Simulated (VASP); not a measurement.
Write the native input for VASP 6.6.1 that does the following.

- Task: single point
- Functional: PBE0
- Potentials or basis: VASP PAW PBE potentials, release 64 (K_sv, Cl)
- Cutoff: 520 eV
- k mesh: 4 × 4 × 4
- Occupations: fermi-dirac, width 0.05 eV
- Spin: no spin polarisation
- Dipole correction: no
- Grid for exact exchange (PRECFOCK): Normal
- Further INCAR settings: ALGO = Normal; EDIFF = 1e-06; NBANDS = 15

Crystal: KCl.

```
CELL_PARAMETERS angstrom
3.88972 0.00000 0.00000
0.00000 3.88972 0.00000
0.00000 0.00000 3.88972
ATOMIC_POSITIONS crystal
K 0.00000 0.00000 0.00000
Cl 0.50000 0.50000 0.50000
```

The input as run:

POSCAR

```
KCl
1.0
    3.8897175305      0.0000000000      0.0000000000
    0.0000000000      3.8897175305      0.0000000000
    0.0000000000      0.0000000000      3.8897175305
K Cl
1 1
Direct
    0.0000000000      0.0000000000      0.0000000000
    0.5000000000      0.5000000000      0.5000000000
```

INCAR.step1

```
ALGO     = Normal         # electronic algorithm
EDIFF    = 1E-5           # SCF threshold, eV
ENCUT    = 520            # plane-wave cutoff, eV
GGA      = PE             # functional
ISIF     = 2              # what is computed and relaxed
ISMEAR   = -1             # smearing method
LASPH    = True           # aspherical terms in the spheres
LCHARG   = False          # write CHGCAR
LREAL    = False          # projectors in reciprocal space
LWAVE    = True           # write WAVECAR
NBANDS   = 15             # bands
NELM     = 100            # most SCF steps
PREC     = Accurate       # precision mode
SIGMA    = 0.05           # smearing width, eV
```

INCAR.step2

```
AEXX     = 0.25           # exact-exchange fraction
ALGO     = Normal         # electronic algorithm
EDIFF    = 1E-6           # SCF threshold, eV
ENCUT    = 520            # plane-wave cutoff, eV
GGA      = PE             # functional
ISIF     = 2              # what is computed and relaxed
ISMEAR   = -1             # smearing method
ISTART   = 1            
LASPH    = True           # aspherical terms in the spheres
LCHARG   = False          # write CHGCAR
LHFCALC  = True           # exact exchange
LREAL    = False          # projectors in reciprocal space
LWAVE    = False          # write WAVECAR
NBANDS   = 15             # bands
NELM     = 100            # most SCF steps
PREC     = Accurate       # precision mode
PRECFOCK = Normal       
SIGMA    = 0.05           # smearing width, eV
```

KPOINTS

```
k-points
0
Gamma
  4 4 4
```

Potentials or basis: VASP PAW PBE potentials, release 64 (K_sv, Cl).

Launch:

```console
$ cat potpaw_PBE.64/K_sv/POTCAR potpaw_PBE.64/Cl/POTCAR > POTCAR
$ cp INCAR.step1 INCAR
$ mpirun -np 1 vasp_std > vasp.out
$ cp INCAR.step2 INCAR
$ mpirun -np 1 vasp_std > vasp.out
```

Results of the run:

* Pressure: -1.2 GPa
* Band gap on the k mesh: 6.69 eV, indirect (least direct gap 6.90 eV)

Caveat: the PAW data sets were made with another functional, which shifts forces and pressure a little.

It took 11 min on 1 thread of AMD EPYC 7R13 Processor (Zen 3), on a shared host, peak memory 0.15 GiB.
